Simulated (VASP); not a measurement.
# CdF3 (Pmmn) in VASP: further runs

The runs below take CdF3 through single point, relaxation of cell and atoms, with PBE.

Everything below comes from runs of VASP 6.6.1. Logs are shortened: lines on timing, memory, paths and dates and some standing lists are left out, and cuts for length are marked.

**1. The cell of the first run**

It takes space group Pmmn (No. 59, orthorhombic). Conventional cell: a = 3.737 Å, b = 5.488 Å, c = 6.223 Å, α = 90.00°, β = 90.00°, γ = 90.00°. Within 2.7 Å of Cd (site symmetry mm2) lie 7 F at 2.07 to 2.32 Å. Within 3.2 Å of F (site symmetry m) lie 3 Cd at 2.30 to 2.32 Å and 7 F at 2.61 to 3.11 Å. Within 2.7 Å of F (site symmetry mm2) lie 1 Cd at 2.07 Å and 2 F at 2.70 Å.

The cell was generated, and may not be a known phase.

**2. Single point, PBE**

The input, INCAR:

```
SYSTEM = CdF3
ALGO     = Normal         ! electronic algorithm
EDIFF    = 1E-6           ! SCF threshold, eV
ENCUT    = 700            ! plane-wave cutoff, eV
GGA      = PE             ! functional
GGA_COMPAT= .False.      
ISIF     = 2              ! what is computed and relaxed
ISMEAR   = 0              ! smearing method
LASPH    = .True.         ! aspherical terms in the spheres
LCHARG   = .False.        ! write CHGCAR
LREAL    = .False.        ! projectors in reciprocal space
LWAVE    = .False.        ! write WAVECAR
NBANDS   = 51             ! bands
NELM     = 120            ! most SCF steps
PREC     = Accurate       ! precision mode
SIGMA    = 0.1            ! smearing width, eV
```

The input, KPOINTS:

```
k-points
0
Gamma
  4 4 4
  0 0 0
```

The input, POSCAR:

```
CdF3
1.0
    5.4877171654      0.0000000000      0.0000000000
    0.0000000000      3.7370631905      0.0000000000
    0.0000000000      0.0000000000      6.2226295297
Cd F
2 6
Direct
    0.5000000000      0.0000000000     -0.1510396411
    0.0000000000      0.5000000000      1.1510396411
    0.7555922238      0.0000000000      0.1461569163
    0.2444077762      0.0000000000      0.1461569163
    0.2555922238      0.5000000000      0.8538430837
    0.7444077762      0.5000000000      0.8538430837
    0.5000000000      0.0000000000      0.5166676770
    0.0000000000      0.5000000000      0.4833323230
```

Potentials or basis: VASP PAW PBE potentials, release 64 (Cd_sv_GW, F).

Started as:

```
cat potpaw_PBE.64/Cd_sv_GW/POTCAR potpaw_PBE.64/F/POTCAR > POTCAR
mpirun -np 1 vasp_std > vasp.out
```

OUTCAR:

```text
SYSTEM = CdF3
   EDIFF = 1E-6
   ENCUT = 700
   GGA = PE
   ISIF = 2
   ISMEAR = 0
   LASPH = .True.
   LREAL = .False.
   NELM = 120
   PREC = Accurate

 ion  position               nearest neighbor table
   1  0.500  0.000  0.849-   7 2.07
   2  0.000  0.500  0.151-   8 2.07
   3  0.756  0.000  0.146-
   4  0.244  0.000  0.146-
   5  0.256  0.500  0.854-
   6  0.744  0.500  0.854-
   7  0.500  0.000  0.517-   1 2.07
   8  0.000  0.500  0.483-   2 2.07

  LATTYP: Found a simple orthorhombic cell.
 ALAT       =     3.7370631905
 B/A-ratio  =     1.4684571509
 C/A-ratio  =     1.6651122051

  Lattice vectors:

 A1 = (   0.0000000000,  -3.7370631905,   0.0000000000)
 A2 = (   5.4877171654,   0.0000000000,   0.0000000000)
 A3 = (   0.0000000000,   0.0000000000,   6.2226295297)

Analysis of symmetry for initial positions (statically):
=====================================================================
 Subroutine PRICEL returns:
 Original cell was already a primitive cell.

 Routine SETGRP: Setting up the symmetry group for a
 simple orthorhombic supercell.

 Subroutine GETGRP returns: Found  8 space group operations
 (whereof  4 operations were pure point group operations)
 out of a pool of  8 trial point group operations.

The static configuration has the point symmetry C_2v.
 The point group associated with its full space group is D_2h.

Analysis of symmetry for dynamics (positions and initial velocities):
=====================================================================
 Subroutine PRICEL returns:
 Original cell was already a primitive cell.

 Routine SETGRP: Setting up the symmetry group for a
 simple orthorhombic supercell.

 Subroutine GETGRP returns: Found  8 space group operations
 (whereof  4 operations were pure point group operations)
 out of a pool of  8 trial point group operations.

The dynamic configuration has the point symmetry C_2v.
 The point group associated with its full space group is D_2h.

 Subroutine INISYM returns: Found  8 space group operations
 (whereof  4 operations are pure point group operations),
 and found     1 'primitive' translations

----------------------------------------------------------------------------------------

                                     Primitive cell

  volume of cell :     127.6133

  direct lattice vectors                    reciprocal lattice vectors
     5.487717165  0.000000000  0.000000000     0.182225135  0.000000000  0.000000000
     0.000000000  3.737063190  0.000000000     0.000000000  0.267589802  0.000000000
     0.000000000  0.000000000  6.222629530     0.000000000  0.000000000  0.160703766

  length of vectors
     5.487717165  3.737063190  6.222629530     0.182225135  0.267589802  0.160703766

  position of ions in fractional coordinates (direct lattice)
     0.500000000  0.000000000  0.848960359
     0.000000000  0.500000000  0.151039641
     0.755592224  0.000000000  0.146156916
     0.244407776  0.000000000  0.146156916
     0.255592224  0.500000000  0.853843084
     0.744407776  0.500000000  0.853843084
     0.500000000  0.000000000  0.516667677
     0.000000000  0.500000000  0.483332323

  ion indices of the primitive-cell ions
   primitive index   ion index
                 1           1
                 2           2
                 3           3
                 4           4
                 5           5
                 6           6
                 7           7
                 8           8

----------------------------------------------------------------------------------------

 KPOINTS: k-points

Automatic generation of k-mesh.
 Grid dimensions read from file:
 generate k-points for:    4    4    4

 Generating k-lattice:

  Cartesian coordinates                     Fractional coordinates (reciprocal lattice)
     0.045556284  0.000000000  0.000000000     0.250000000  0.000000000  0.000000000
     0.000000000  0.066897451  0.000000000     0.000000000  0.250000000  0.000000000
     0.000000000  0.000000000  0.040175942     0.000000000  0.000000000  0.250000000

  Length of vectors
     0.045556284  0.066897451  0.040175942

  Shift w.r.t. Gamma in fractional coordinates (k-lattice)
     0.000000000  0.000000000  0.000000000

 Subroutine IBZKPT returns following result:
 ===========================================

 Found     27 irreducible k-points:

 Following reciprocal coordinates:
            Coordinates               Weight
  0.000000  0.000000  0.000000      1.000000
  0.250000  0.000000  0.000000      2.000000
  0.500000  0.000000  0.000000      1.000000
  0.000000  0.250000  0.000000      2.000000
  0.250000  0.250000  0.000000      4.000000
  0.500000  0.250000  0.000000      2.000000
[... 16 lines left out ...]
  0.250000  0.250000  0.500000      4.000000
  0.500000  0.250000  0.500000      2.000000
 [... further k-points ...]
   k-points           NKPTS =     27   k-points in BZ     NKDIM =     27   number of bands    NBANDS=     51
[... 30 lines left out ...]
     AMIX     =   0.40;   BMIX     =  1.00
     AMIX_MAG =   1.60;   BMIX_MAG =  1.00
  volume/ion in A,a.u.               =      15.95       107.65
  Fermi-wavevector in a.u.,A,eV,Ry     =   1.412692  2.669600 27.153120  1.995698
  Thomas-Fermi vector in A             =   2.534414
   LORBIT       =      0    0 simple, 1 ext, 2 COOP (PROOUT), +10 PAW based schemes
   GGA     = PE    functional components
   LHFCALC =     F    Hartree Fock is set to
   AEXX    =    0.0000 exact exchange contribution
   IVDW    =     0    specifies the selected vdW correction
   LEPSILON=     F    determine dielectric tensor
   LRPA    =     F    only Hartree local field effects (RPA)
 non-spin polarized calculation
 Gauss-broadening in eV      SIGMA  =   0.10
  energy-cutoff  :      700.00
  volume of cell :      127.61
 maximum number of plane-waves:      5404
 NGX is ok and might be reduce to    48
   NGX = 23   NGY = 17   NGZ = 27

 number of electron      82.0000033 magnetization

 Free energy of the ion-electron system (eV)
  ---------------------------------------------------
  ext. energy  EPLUGINS =         0.00000000
  ---------------------------------------------------
  free energy    TOTEN  =       -23.63243791 eV

  energy without entropy =      -23.52308529  energy(sigma->0) =      -23.57776160

 E-fermi :  -2.5527     XC(G=0):  -8.8879

 val. band max:       -2.5539163573   @ k =   0.0000   0.5000   0.2500
 cond. band min:      -2.5505665497   @ k =   0.0000   0.0000   0.5000
 fundamental gap:      0.0033498076
 Fermi energy:        -2.5527086948

 k-point     1 :       0.0000    0.0000    0.0000
  band No.  band energies     occupation
      1    -101.5302      2.00000
      2    -101.5302      2.00000
      3     -62.6643      2.00000
      4     -62.6638      2.00000
      5     -62.5818      2.00000
      6     -62.5814      2.00000
[... 43 lines left out ...]
     50      11.3360      0.00000
     51      11.6581      0.00000

 k-point     2 :       0.2500    0.0000    0.0000
  band No.  band energies     occupation
      1    -101.5302      2.00000
      2    -101.5302      2.00000
      3     -62.6642      2.00000
      4     -62.6639      2.00000
      5     -62.5818      2.00000
      6     -62.5815      2.00000
[... 43 lines left out ...]
     50      11.8147      0.00000
     51      12.5506      0.00000

 k-point     3 :       0.5000    0.0000    0.0000
  band No.  band energies     occupation
      1    -101.5302      2.00000
      2    -101.5302      2.00000
      3     -62.6640      2.00000
      4     -62.6640      2.00000
      5     -62.5816      2.00000
      6     -62.5816      2.00000
[... 43 lines left out ...]
     50      12.1654      0.00000
     51      12.9697      0.00000
[... 1027 lines left out ...]
 k-point    23 :       0.2500    0.2500    0.5000
  band No.  band energies     occupation
      1    -101.5302      2.00000
      2    -101.5302      2.00000
      3     -62.6641      2.00000
      4     -62.6639      2.00000
      5     -62.5826      2.00000
      6     -62.5824      2.00000
[... 43 lines left out ...]
     50      10.8958      0.00000
     51      11.7914      0.00000

 k-point    24 :       0.5000    0.2500    0.5000
  band No.  band energies     occupation
      1    -101.5302      2.00000
      2    -101.5302      2.00000
      3     -62.6640      2.00000
      4     -62.6640      2.00000
      5     -62.5825      2.00000
      6     -62.5825      2.00000
[... 43 lines left out ...]
     50      11.1196      0.00000
     51      12.9967      0.00000

 [... further k-points ...]

------------------------ aborting loop because EDIFF is reached ----------------------------------------

  FORCE on cell =-STRESS in cart. coord.  units (eV):
  Direction    XX          YY          ZZ          XY          YZ          ZX
  --------------------------------------------------------------------------------------
  -------------------------------------------------------------------------------------
  Total        0.0113467     -0.3652808     -0.2804198      0.0000000      0.0000000      0.0000000
  in kB        0.1424572     -4.5860772     -3.5206521      0.0000000      0.0000000      0.0000000
  external PRESSURE =      -2.6547573 kB  Pullay stress =       0.0000000 kB

 VOLUME and BASIS-vectors are now :
 -----------------------------------------------------------------------------
  energy-cutoff  :      700.00
  volume of cell :      127.61
      direct lattice vectors                 reciprocal lattice vectors
     5.487717165  0.000000000  0.000000000     0.182225135  0.000000000  0.000000000
     0.000000000  3.737063190  0.000000000     0.000000000  0.267589802  0.000000000
     0.000000000  0.000000000  6.222629530     0.000000000  0.000000000  0.160703766

 POSITION                                       TOTAL-FORCE (eV/Angst)
 -----------------------------------------------------------------------------------
      2.74386      0.00000      5.28277         0.000000     -0.000000      0.043377
      0.00000      1.86853      0.93986         0.000000     -0.000000     -0.043377
      4.14648      0.00000      0.90948        -0.001030     -0.000000      0.004143
      1.34124      0.00000      0.90948         0.001030     -0.000000      0.004143
      1.40262      1.86853      5.31315        -0.001030     -0.000000     -0.004143
      4.08510      1.86853      5.31315         0.001030      0.000000     -0.004143
      2.74386      0.00000      3.21503         0.000000     -0.000000     -0.056274
      0.00000      1.86853      3.00760         0.000000     -0.000000      0.056274
 -----------------------------------------------------------------------------------
    total drift:                                0.000000      0.000000     -0.000000

  FREE ENERGIE OF THE ION-ELECTRON SYSTEM (eV)
  ---------------------------------------------------
  free  energy   TOTEN  =       -23.6324379063 eV

  energy  without entropy=      -23.5230852899  energy(sigma->0) =      -23.57776160
```

Wall time 3 min (1 thread of Intel Xeon 6975P-C (Granite Rapids), shared host); peak memory 0.41 GiB.

Results:

- Free energy: -23.6324 eV
- Pressure: -0.3 GPa
- Largest force: 0.056 eV/Å
- Band gap on the k mesh: zero (bands 41 and 42 overlap by 0.27 eV)

Forces on the atoms (eV/Å):
```
Cd   0.000  0.000  0.043
Cd   0.000  0.000 -0.043
F   -0.001  0.000  0.004
F    0.001  0.000  0.004
F   -0.001  0.000 -0.004
F    0.001  0.000 -0.004
F    0.000  0.000 -0.056
F    0.000  0.000  0.056
```

Stress tensor (GPa, compression positive):
```
 0.01  0.00  0.00
 0.00 -0.46  0.00
 0.00  0.00 -0.35
```

Levels at points of the mesh, in eV from the Fermi level:
```tsv
k point	band 37	band 38	band 39	band 40	band 41	band 42	band 43	band 44	band 45	band 46
(0.00, 0.00, 0.00)	-0.33	-0.26	-0.18	-0.12	-0.03	0.01	4.54	7.82	10.44	10.96
(0.50, 0.00, 0.00)	-0.39	-0.39	-0.15	-0.15	-0.05	-0.05	6.21	6.21	10.05	10.05
(0.00, 0.50, 0.00)	-0.38	-0.38	-0.11	-0.11	-0.08	-0.08	7.59	7.59	11.04	11.04
(0.50, 0.50, 0.00)	-0.35	-0.35	-0.11	-0.11	0.04	0.04	7.82	7.82	10.32	10.32
(0.00, 0.00, 0.50)	-0.45	-0.27	-0.18	-0.13	-0.10	0.00	5.21	7.14	10.19	10.45
(0.50, 0.00, 0.50)	-0.19	-0.19	-0.17	-0.17	-0.12	-0.12	6.47	6.47	9.28	9.28
(0.00, 0.50, 0.50)	-0.23	-0.23	-0.11	-0.11	0.08	0.08	7.79	7.79	10.55	10.55
(0.50, 0.50, 0.50)	-0.37	-0.37	-0.06	-0.06	0.15	0.15	7.95	7.95	10.40	10.40
```

Caveat: the k points lie up to 0.42 Å⁻¹ apart.

**3. Relaxation of cell and atoms, PBE**

The input, INCAR:

```
SYSTEM = CdF3
ALGO = Normal
EDIFF = 1E-7
EDIFFG = -0.04
ENCUT = 700
GGA = PE
GGA_COMPAT = .False.
IBRION = 2
ISIF = 3
ISMEAR = 0
LASPH = .True.
LCHARG = .False.
LREAL = .False.
LWAVE = .False.
NELM = 120
NELMIN = 4
NSW = 90
PREC = Accurate
SIGMA = 0.1
```

The input, KPOINTS:

```
k-points
0
Gamma
  6 4 4
  0 0 0
```

The input, POSCAR:

```
CdF3
1.0
    3.7370631905      0.0000000000      0.0000000000
    0.0000000000      5.4877171654      0.0000000000
    0.0000000000      0.0000000000      6.2226295297
Cd F
2 6
Direct
    0.0000000000      0.5000000000      0.1510396411
    0.5000000000      0.0000000000      0.8489603589
    0.0000000000      0.7555922238      0.8538430837
    0.0000000000      0.2444077762      0.8538430837
    0.5000000000      0.2555922238      0.1461569163
    0.5000000000      0.7444077762      0.1461569163
    0.0000000000      0.5000000000      0.4833323230
    0.5000000000      0.0000000000      0.5166676770
```

Potentials or basis: VASP PAW PBE potentials, release 64 (Cd_sv_GW, F).

Started as:

```
cat potpaw_PBE.64/Cd_sv_GW/POTCAR potpaw_PBE.64/F/POTCAR > POTCAR
mpirun -np 1 vasp_std > vasp.out
```

Run time: 18 min. Hardware: 1 thread of Intel Xeon Platinum 8488C (Sapphire Rapids), shared host; peak memory 0.5 GiB.

Results (log left out):

* Free energy: -23.6362 eV
* Relaxed volume: 15.81 Å³/atom
* Relaxed cell: a = 3.717 Å, b = 5.496 Å, c = 6.190 Å, α = 90.00°, β = 90.00°, γ = 90.00°
* Space group after relaxing (to 0.1 Å): Pmmn (No. 59)
* Energy gained by relaxing: 0.4 meV/atom
* Ionic steps: 4
* Pressure after relaxing: 0.1 GPa
* Largest force after relaxing: 0.040 eV/Å
* Band gap on the k mesh: zero (bands 41 and 42 overlap by 0.26 eV)

Forces in eV/Å, atoms in the order of the input:
```
Cd   0.000  0.000  0.032
Cd   0.000  0.000 -0.032
F    0.000 -0.005 -0.039
F    0.000  0.005 -0.039
F    0.000 -0.005  0.039
F    0.000  0.005  0.039
F    0.000  0.000  0.037
F    0.000  0.000 -0.037
```

Stress tensor (GPa, compression positive):
```
 0.18  0.00  0.00
 0.00  0.28  0.00
 0.00  0.00 -0.06
```

The path:
```csv
step,energy change (eV),largest force (eV/Å),pressure (GPa),volume (Å³)
1,0.0000,0.0574,-0.29,127.61
2,-0.0014,0.0476,-0.07,127.07
3,-0.0017,0.0408,0.14,126.56
4,-0.0029,0.0398,0.13,126.44
```

Final structure:
```xyz
8
Lattice="3.7167 0.0000 0.0000 0.0000 5.4956 0.0000 0.0000 0.0000 6.1904" Properties=species:S:1:pos:R:3 pbc="T T T"
Cd    0.0000    2.7478    0.9312
Cd    1.8584    5.4956    5.2592
F     0.0000    4.1520    5.2828
F     0.0000    1.3435    5.2828
F     1.8584    1.4042    0.9076
F     1.8584    4.0913    0.9076
F     0.0000    2.7478    3.0018
F     1.8584    5.4956    3.1886
```

Levels at points of the mesh, in eV from the Fermi level:
```csv
k point,band 38,band 39,band 40,band 41,band 42,band 43,band 44,band 45
"(0.00, 0.00, 0.00)",-0.26,-0.18,-0.12,-0.03,0.03,4.56,7.87,10.47
"(0.50, 0.00, 0.00)",-0.39,-0.12,-0.12,-0.09,-0.09,7.65,7.65,11.05
"(0.00, 0.50, 0.00)",-0.40,-0.15,-0.15,-0.05,-0.05,6.24,6.24,10.11
"(0.50, 0.50, 0.00)",-0.35,-0.11,-0.11,0.04,0.04,7.87,7.87,10.35
"(0.00, 0.00, 0.50)",-0.27,-0.18,-0.13,-0.10,0.00,5.23,7.18,10.20
"(0.50, 0.00, 0.50)",-0.25,-0.11,-0.11,0.08,0.08,7.84,7.84,10.57
"(0.00, 0.50, 0.50)",-0.19,-0.17,-0.17,-0.12,-0.12,6.51,6.51,9.31
"(0.50, 0.50, 0.50)",-0.38,-0.06,-0.06,0.14,0.14,8.00,8.00,10.43
```

**4. Single point, PBE**

The input, INCAR:

```
ALGO = Normal
EDIFF = 1E-6
ENCUT = 700
GGA = PE
GGA_COMPAT = False
ISIF = 2
ISMEAR = 0
LASPH = True
LCHARG = True
LELF = True
LREAL = False
LVHAR = True
LWAVE = False
NBANDS = 51
NELM = 120
PREC = Accurate
SIGMA = 0.1
```

The input, KPOINTS:

```
k-points
0
Gamma
  6 4 4
```

POSCAR is that of step 3.

Started as:

```
cat potpaw_PBE.64/Cd_sv_GW/POTCAR potpaw_PBE.64/F/POTCAR > POTCAR
mpirun -np 1 vasp_std > vasp.out
```

Wall time 7.8 min (1 thread of Intel Xeon Platinum 8259CL at 2.50GHz (Skylake/Cascade Lake), shared host); peak memory 0.47 GiB.

The run converged. Its results:

```
Free energy            : -23.6334 eV
Pressure               : -0.3 GPa
Largest force          : 0.059 eV/Å
Band gap on the k mesh : zero (bands 41 and 42 overlap by 0.27 eV)
```

Forces in eV/Å, atoms in the order of the input:
```
Cd   0.000  0.000 -0.043
Cd   0.000  0.000  0.043
F    0.000  0.001 -0.004
F    0.000 -0.001 -0.004
F    0.000  0.001  0.004
F    0.000 -0.001  0.004
F    0.000  0.000  0.059
F    0.000  0.000 -0.059
```

Stress tensor (GPa, compression positive):
```
-0.48  0.00  0.00
 0.00 -0.04  0.00
 0.00  0.00 -0.35
```

Levels at points of the mesh, in eV from the Fermi level:
```tsv
k point	band 37	band 38	band 39	band 40	band 41	band 42	band 43	band 44	band 45	band 46
(0.00, 0.00, 0.00)	-0.33	-0.26	-0.18	-0.12	-0.03	0.01	4.54	7.82	10.44	10.96
(0.50, 0.00, 0.00)	-0.38	-0.38	-0.11	-0.11	-0.08	-0.08	7.59	7.59	11.04	11.04
(0.00, 0.50, 0.00)	-0.39	-0.39	-0.15	-0.15	-0.05	-0.05	6.21	6.21	10.05	10.05
(0.50, 0.50, 0.00)	-0.35	-0.35	-0.11	-0.11	0.04	0.04	7.82	7.82	10.32	10.32
(0.00, 0.00, 0.50)	-0.45	-0.27	-0.18	-0.13	-0.10	0.00	5.21	7.14	10.19	10.45
(0.50, 0.00, 0.50)	-0.23	-0.23	-0.11	-0.11	0.08	0.08	7.79	7.79	10.55	10.55
(0.00, 0.50, 0.50)	-0.19	-0.19	-0.17	-0.17	-0.12	-0.12	6.47	6.47	9.28	9.28
(0.50, 0.50, 0.50)	-0.37	-0.37	-0.06	-0.06	0.15	0.15	7.95	7.95	10.40	10.40
```

**5. The runs side by side**

| task | cell | k mesh | gap on the mesh (eV) | pressure (GPa) | largest force (eV/Å) |
| --- | --- | --- | --- | --- | --- |
| single point | a = 5.488, b = 3.737, c = 6.223 Å, 8 atoms, atomic positions A | 4 × 4 × 4 | none | -0.3 | 0.06 |
| relaxation of cell and atoms | relaxed from a = 3.737, b = 5.488, c = 6.223 Å, 8 atoms, atomic positions B | 6 × 4 × 4 | none | 0.1 | 0.04 |
| single point | a = 3.737, b = 5.488, c = 6.223 Å, 8 atoms, atomic positions B | 6 × 4 × 4 | none | -0.3 | 0.06 |

Alike in all rows: level PBE; potentials or basis VASP PAW PBE potentials, release 64 (Cd_sv_GW, F); no spin polarisation; cutoff (eV) 700; smearing gaussian 0.1 eV.

Caveats: some runs use coarse meshes.

Total energies depend on the potentials used, so only differences within one code and one set of settings carry meaning.
